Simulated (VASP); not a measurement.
Set up this calculation in VASP 6.6.1, as the native input.

```yaml
Task: single point
Functional: PBE
Dispersion: D3(BJ)
Potentials_or_basis: VASP PAW PBE potentials, release 64 (C)
Cutoff: 520 eV
k_mesh: 14 × 10 × 8
Occupations: gaussian, width 0.03 eV
Spin: no spin polarisation
Dipole_correction: no
Further_INCAR_settings: ALGO = Normal; EDIFF = 1e-06; NBANDS = 16
```

The structure of C lies in POSCAR:

```
C
1.0
   -1.2327815062      2.1341012746      0.0000000000
   -1.2327815062      0.0000000000     -3.3978816559
   -3.6983445185     -2.1341012746      0.0000000000
C
4
Direct
    0.2448572447      0.0209541806      0.9114325216
    0.7552325551     -0.0209541806      0.4218708784
    0.2497707594      0.0007063191      0.5831820024
    0.7501394408     -0.0007063191      0.0835145976
```

This cell differs from its parent crystal: atoms displaced along a vibrational mode.

One way to write it, as run:

INCAR

```
  ALGO = Normal
  EDIFF = 1E-6
  ENCUT = 520
  GGA = PE
  ISIF = 2
  ISMEAR = 0
  IVDW = 12
  LASPH = T
  LCHARG = T
  LELF = T
  LREAL = F
  LVHAR = T
  LWAVE = F
  NBANDS = 16
  NELM = 60
  PREC = Accurate
  SIGMA = 0.03
```

KPOINTS

```
k-points
0
Gamma
  14 10 8
```

Potentials or basis: VASP PAW PBE potentials, release 64 (C).

Launch:

```sh
$ cat potpaw_PBE.64/C/POTCAR > POTCAR
$ mpirun -np 1 vasp_std > vasp.out
```

It gave:

```yaml
Pressure: -0.2 GPa
Largest_force: 0.981 eV/Å
Dispersion_energy_per_atom: -0.154 eV
```

Caveat: the cell differs from its parent crystal (atoms displaced along a vibrational mode).

It took 2.2 min on 1 thread of AMD EPYC 9R45 96-Core Processor (Zen 5), with other jobs on the host, peak memory 0.3 GiB.
